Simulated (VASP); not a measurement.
A run of VASP 6.6.1:

The input INCAR:

```
PREC = Accurate ; ENCUT = 520
EDIFF = 1E-8 ; ISMEAR = 0
SIGMA = 0.01 ; LREAL = False
LASPH = True ; NELM = 60
ALGO = Normal ; ISIF = 2
LWAVE = False ; LCHARG = False
GGA = CA ; NBANDS = 16
IBRION = 8 ; NSW = 1
LEPSILON = True
```

Contents of KPOINTS:

```
regular mesh
0
Gamma
  10 10 10
```

File POSCAR:

```
GaN
1.0
    0.0000000000      2.1888008425      2.1888008425
    2.1888008425      0.0000000000      2.1888008425
    2.1888008425      2.1888008425      0.0000000000
Ga N
1 1
Direct
    0.0000000000      0.0000000000      0.0000000000
    0.7500000000      0.7500000000      0.7500000000
```

Potentials or basis: VASP PAW LDA potentials, release 64 (Ga_d, N).

Run with:

```console
$ cat potpaw_LDA.64/Ga_d/POTCAR potpaw_LDA.64/N/POTCAR > POTCAR
$ mpirun -np 1 vasp_std > vasp.out
```

Hardware: 1 thread of Intel(R) Xeon(R) Platinum 8559C (Emerald Rapids), with other jobs on the host.

Task: How long does it take, and how much memory?

Result: It took 3.7 min on 1 thread of Intel(R) Xeon(R) Platinum 8559C (Emerald Rapids), with other jobs on the host, peak memory 0.25 GiB. Counts: scf iterations 151, k points 47.
